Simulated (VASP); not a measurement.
# LiBe (F-43m) in VASP: a series of runs

The runs below take LiBe through single point, relaxation of cell and atoms, with PBE.

Program: VASP 6.6.1. These are calculated values, not measurements. Logs are shortened: lines on timing, memory, paths and dates and some standing lists are left out, and cuts for length are marked.

## 1. The cell of the first run

The structure is cubic, space group F-43m (No. 216). The conventional cell has a = 5.530 Å, b = 5.530 Å, c = 5.530 Å, α = 90.00°, β = 90.00°, γ = 90.00°. Within 3.2 Å of Li (site symmetry -43m) lie 4 Be at 2.39 Å. Be (site symmetry -43m) has 4 Li at 2.39 Å within 3.2 Å.

The cell was generated, and may not be a known phase.

## 2. Single point, PBE

Input file INCAR:

```
SYSTEM = LiBe
PREC = Accurate ; ENCUT = 520
EDIFF = 1E-7 ; ISMEAR = 0
SIGMA = 0.1 ; LREAL = .False.
LASPH = .True. ; NELM = 100
ALGO = Fast ; ISIF = 2
LWAVE = .False. ; LCHARG = .False.
GGA = PE ; NBANDS = 10
```

Input file KPOINTS:

```
regular mesh
0
Gamma
  18 18 18
  0 0 0
```

Input file POSCAR:

```
LiBe
1.0
    0.0000000000      2.7647504525      2.7647504525
    2.7647504525      0.0000000000      2.7647504525
    2.7647504525      2.7647504525      0.0000000000
Li Be
1 1
Direct
    0.2500000000      0.2500000000      0.2500000000
    0.0000000000      0.0000000000      0.0000000000
```

Potentials or basis: VASP PAW PBE potentials, release 64 (Li_sv, Be).

Started as:

```bash
cat potpaw_PBE.64/Li_sv/POTCAR potpaw_PBE.64/Be/POTCAR > POTCAR
mpirun -np 1 vasp_std > vasp.out
```

OUTCAR:

```text
SYSTEM = LiBe
   PREC = Accurate
   ENCUT = 520
   EDIFF = 1E-7
   ISMEAR = 0
   LREAL = .False.
   LASPH = .True.
   NELM = 100
   ISIF = 2
   GGA = PE

 ion  position               nearest neighbor table
   1  0.250  0.250  0.250-   2 2.39   2 2.39   2 2.39   2 2.39
   2  0.000  0.000  0.000-   1 2.39   1 2.39   1 2.39   1 2.39

  LATTYP: Found a face centered cubic cell.
 ALAT       =     5.5295009050

  Lattice vectors:

 A1 = (   0.0000000000,   2.7647504525,   2.7647504525)
 A2 = (   2.7647504525,   0.0000000000,   2.7647504525)
 A3 = (   2.7647504525,   2.7647504525,   0.0000000000)

Analysis of symmetry for initial positions (statically):
=====================================================================
 Subroutine PRICEL returns:
 Original cell was already a primitive cell.

 Routine SETGRP: Setting up the symmetry group for a
 face centered cubic supercell.

 Subroutine GETGRP returns: Found 24 space group operations
 (whereof 24 operations were pure point group operations)
 out of a pool of 48 trial point group operations.

The static configuration has the point symmetry T_d .

Analysis of symmetry for dynamics (positions and initial velocities):
=====================================================================
 Subroutine PRICEL returns:
 Original cell was already a primitive cell.

 Routine SETGRP: Setting up the symmetry group for a
 face centered cubic supercell.

 Subroutine GETGRP returns: Found 24 space group operations
 (whereof 24 operations were pure point group operations)
 out of a pool of 48 trial point group operations.

The dynamic configuration has the point symmetry T_d .

 Subroutine INISYM returns: Found 24 space group operations
 (whereof 24 operations are pure point group operations),
 and found     1 'primitive' translations

----------------------------------------------------------------------------------------

                                     Primitive cell

  volume of cell :      42.2666

  direct lattice vectors                    reciprocal lattice vectors
     0.000000000  2.764750452  2.764750452    -0.180848148  0.180848148  0.180848148
     2.764750452  0.000000000  2.764750452     0.180848148 -0.180848148  0.180848148
     2.764750452  2.764750452  0.000000000     0.180848148  0.180848148 -0.180848148

  length of vectors
     3.909947587  3.909947587  3.909947587     0.313238181  0.313238181  0.313238181

  position of ions in fractional coordinates (direct lattice)
     0.250000000  0.250000000  0.250000000
     0.000000000  0.000000000  0.000000000

  ion indices of the primitive-cell ions
   primitive index   ion index
                 1           1
                 2           2

----------------------------------------------------------------------------------------

 KPOINTS: regular mesh

Automatic generation of k-mesh.
 Grid dimensions read from file:
 generate k-points for:   18   18   18

 Generating k-lattice:

  Cartesian coordinates                     Fractional coordinates (reciprocal lattice)
    -0.010047119  0.010047119  0.010047119     0.055555556  0.000000000  0.000000000
     0.010047119 -0.010047119  0.010047119     0.000000000  0.055555556  0.000000000
     0.010047119  0.010047119 -0.010047119     0.000000000  0.000000000  0.055555556

  Length of vectors
     0.017402121  0.017402121  0.017402121

  Shift w.r.t. Gamma in fractional coordinates (k-lattice)
     0.000000000  0.000000000  0.000000000

 Subroutine IBZKPT returns following result:
 ===========================================

 Found    195 irreducible k-points:

 Following reciprocal coordinates:
            Coordinates               Weight
  0.000000  0.000000  0.000000      1.000000
  0.055556  0.000000  0.000000      8.000000
  0.111111  0.000000  0.000000      8.000000
  0.166667  0.000000  0.000000      8.000000
  0.222222  0.000000  0.000000      8.000000
  0.277778  0.000000  0.000000      8.000000
[... 16 lines left out ...]
 -0.277778  0.055556  0.000000     24.000000
 -0.222222  0.055556  0.000000     24.000000
 [... further k-points ...]
   k-points           NKPTS =    195   k-points in BZ     NKDIM =    195   number of bands    NBANDS=     10
   number of dos      NEDOS =    301   number of ions     NIONS =      2
   total plane-waves  NPLWV =  27000
   dimension x,y,z NGX =    30 NGY =   30 NGZ =   30
   dimension x,y,z NGXF=    60 NGYF=   60 NGZF=   60
   ions per type =               1   1
   NGX,Y,Z   is equivalent  to a cutoff of  12.76, 12.76, 12.76 a.u.
   NGXF,Y,Z  is equivalent  to a cutoff of  25.51, 25.51, 25.51 a.u.
 SYSTEM =  LiBe
   PREC   = accura    normal or accurate (medium, high low for compatibility)
   ISTART =      0    job   : 0-new  1-cont  2-samecut
   ICHARG =      2    charge: 1-file 2-atom 10-const
   ISPIN  =      1    spin polarized calculation?
   LNONCOLLINEAR =      F non collinear calculations
   LSORBIT =      F    spin-orbit coupling
   LASPH  =      T    aspherical Exc in radial PAW
   ENCUT  =  520.0 eV  38.22 Ry    6.18 a.u.   7.27  7.27  7.27*2*pi/ulx,y,z
   NELM   =    100;   NELMIN=  2; NELMDL= -5     # of ELM steps
   EDIFF  = 0.1E-06   stopping-criterion for ELM
   LREAL  =      F    real-space projection
   EDIFFG = 0.1E-05   stopping-criterion for IOM
   NSW    =      0    number of steps for IOM
   IBRION =     -1    ionic relax: 0-MD 1-quasi-New 2-CG
   NFREE  =      0    steps in history (QN), initial steepest desc. (CG)
   ISIF   =      2    stress and relaxation
   ISYM   =      2    0-nonsym 1-usesym 2-fastsym
   POTIM  = 0.5000    time-step for ionic-motion
   TEBEG  =    0.0;   TEEND  =   0.0 temperature during run
   PSTRESS=    0.0 pullay stress
   NELECT =       5.0000    total number of electrons
   NUPDOWN=      -1.0000    fix difference up-down
   EMIN   =  10.00;   EMAX   =-10.00  energy-range for DOS
   EFERMI =   0.00;   METHOD = LEGACY
   ISMEAR =     0;   SIGMA  =   0.10  broadening in eV -4-tet -1-fermi 0-gaus
   EFERMI_NEDOS =   21; number of points for ismear=-14 and -15
   IALGO  =     68    algorithm
   IMIX   =      4    mixing-type and parameters
     AMIX     =   0.40;   BMIX     =  1.00
     AMIX_MAG =   1.60;   BMIX_MAG =  1.00
  volume/ion in A,a.u.               =      21.13       142.61
  Fermi-wavevector in a.u.,A,eV,Ry     =   0.803647  1.518673  8.787312  0.645849
  Thomas-Fermi vector in A             =   1.911554
   LORBIT       =      0    0 simple, 1 ext, 2 COOP (PROOUT), +10 PAW based schemes
   GGA     = PE    functional components
   LHFCALC =     F    Hartree Fock is set to
   AEXX    =    0.0000 exact exchange contribution
   IVDW    =     0    specifies the selected vdW correction
   LEPSILON=     F    determine dielectric tensor
   LRPA    =     F    only Hartree local field effects (RPA)
 non-spin polarized calculation
 RMM-DIIS sequential band-by-band and
 Gauss-broadening in eV      SIGMA  =   0.10
  energy-cutoff  :      520.00
  volume of cell :       42.27
 maximum number of plane-waves:      1158
 NGX is ok and might be reduce to    30
   NGX = 15   NGY = 15   NGZ = 15

 number of electron       5.0000008 magnetization

 Free energy of the ion-electron system (eV)
  ---------------------------------------------------
  ext. energy  EPLUGINS =         0.00000000
  ---------------------------------------------------
  free energy    TOTEN  =        -2.88538234 eV

  energy without entropy =       -2.88003049  energy(sigma->0) =       -2.88270641

 E-fermi :   0.2634     XC(G=0):  -7.2272

 val. band max:        0.2631668047   @ k =  -0.2778   0.5000   0.2222
 cond. band min:       0.2680039728   @ k =   0.5000   0.4444   0.0556
 fundamental gap:      0.0048371681
 Fermi energy:         0.2634417864

 k-point     1 :       0.0000    0.0000    0.0000
  band No.  band energies     occupation
      1     -46.0339      2.00000
      2      -4.5941      2.00000
      3       4.4466      0.00000
      4       4.4466      0.00000
      5       4.4466      0.00000
      6       7.9873      0.00000
      7       7.9873      0.00000
      8       7.9873      0.00000
      9      10.2284      0.00000
     10      14.0511      0.00000

 k-point     2 :       0.0556    0.0000    0.0000
  band No.  band energies     occupation
      1     -46.0339      2.00000
      2      -4.5594      2.00000
      3       4.2186      0.00000
      4       4.3993      0.00000
      5       4.3993      0.00000
      6       8.0639      0.00000
      7       8.0639      0.00000
      8       8.1137      0.00000
      9      10.2977      0.00000
     10      13.3578      0.00000

 k-point     3 :       0.1111    0.0000    0.0000
  band No.  band energies     occupation
      1     -46.0338      2.00000
      2      -4.4555      2.00000
      3       3.6460      0.00000
      4       4.2744      0.00000
      5       4.2744      0.00000
      6       8.2597      0.00000
      7       8.2598      0.00000
      8       8.3887      0.00000
      9      10.4646      0.00000
     10      12.7110      0.00000

 k-point     4 :       0.1667    0.0000    0.0000
  band No.  band energies     occupation
      1     -46.0337      2.00000
      2      -4.2830      2.00000
      3       2.9033      0.00000
      4       4.1082      0.00000
      5       4.1082      0.00000
      6       8.4843      0.00000
      7       8.4843      0.00000
      8       8.6718      0.00000
      9      10.6039      0.00000
     10      12.3106      0.00000
[... 222 lines left out ...]
 k-point    22 :      -0.3333    0.0556    0.0000
  band No.  band energies     occupation
      1     -46.0331      2.00000
      2      -3.2089      2.00000
      3       0.2938      0.66774
      4       3.3249      0.00000
      5       3.6964      0.00000
      6       8.4384      0.00000
      7       8.4398      0.00000
      8       9.3780      0.00000
      9      10.5325      0.00000
     10      12.8143      0.00000

 k-point    23 :      -0.2778    0.0556    0.0000
  band No.  band energies     occupation
      1     -46.0333      2.00000
      2      -3.5920      2.00000
      3       1.0488      0.00000
      4       3.4080      0.00000
      5       3.8599      0.00000
      6       8.5147      0.00000
      7       8.6452      0.00000
      8       9.2417      0.00000
      9      10.5268      0.00000
     10      12.1290      0.00000

 k-point    24 :      -0.2222    0.0556    0.0000
  band No.  band energies     occupation
      1     -46.0334      2.00000
      2      -3.9178      2.00000
      3       1.8423      0.00000
      4       3.5357      0.00000
      5       4.0373      0.00000
      6       8.5224      0.00000
      7       8.7701      0.00000
      8       9.0712      0.00000
      9      10.5171      0.00000
     10      11.7326      0.00000

 [... further k-points ...]

------------------------ aborting loop because EDIFF is reached ----------------------------------------

  FORCE on cell =-STRESS in cart. coord.  units (eV):
  Direction    XX          YY          ZZ          XY          YZ          ZX
  --------------------------------------------------------------------------------------
  -------------------------------------------------------------------------------------
  Total       -0.0055681     -0.0055681     -0.0055681     -0.0000000     -0.0000000      0.0000000
  in kB       -0.2110655     -0.2110655     -0.2110655     -0.0000000     -0.0000000      0.0000000
  external PRESSURE =      -0.2110655 kB  Pullay stress =       0.0000000 kB

 VOLUME and BASIS-vectors are now :
 -----------------------------------------------------------------------------
  energy-cutoff  :      520.00
  volume of cell :       42.27
      direct lattice vectors                 reciprocal lattice vectors
     0.000000000  2.764750452  2.764750452    -0.180848148  0.180848148  0.180848148
     2.764750452  0.000000000  2.764750452     0.180848148 -0.180848148  0.180848148
     2.764750452  2.764750452  0.000000000     0.180848148  0.180848148 -0.180848148

 POSITION                                       TOTAL-FORCE (eV/Angst)
 -----------------------------------------------------------------------------------
      1.38238      1.38238      1.38238         0.000000      0.000000      0.000000
      0.00000      0.00000      0.00000        -0.000000     -0.000000     -0.000000
 -----------------------------------------------------------------------------------
    total drift:                                0.000000      0.000000      0.000000

  FREE ENERGIE OF THE ION-ELECTRON SYSTEM (eV)
  ---------------------------------------------------
  free  energy   TOTEN  =        -2.8853823363 eV

  energy  without entropy=       -2.8800304921  energy(sigma->0) =       -2.88270641
```

It took 1.9 min on 1 thread of Intel Xeon Platinum 8375C at 2.90GHz (Ice Lake), shared host; peak memory 0.21 GiB.

Results:

```
Free energy            : -2.8854 eV
Band gap on the k mesh : zero (an odd number of electrons rules out a gap without spin polarisation)
```

Caveat: the cutoff is under 1.25 times the usual one of these potentials, so pressure, stress and relaxed cells hold a basis-set (Pulay) error.

(Part 1 of 2 ends here.)
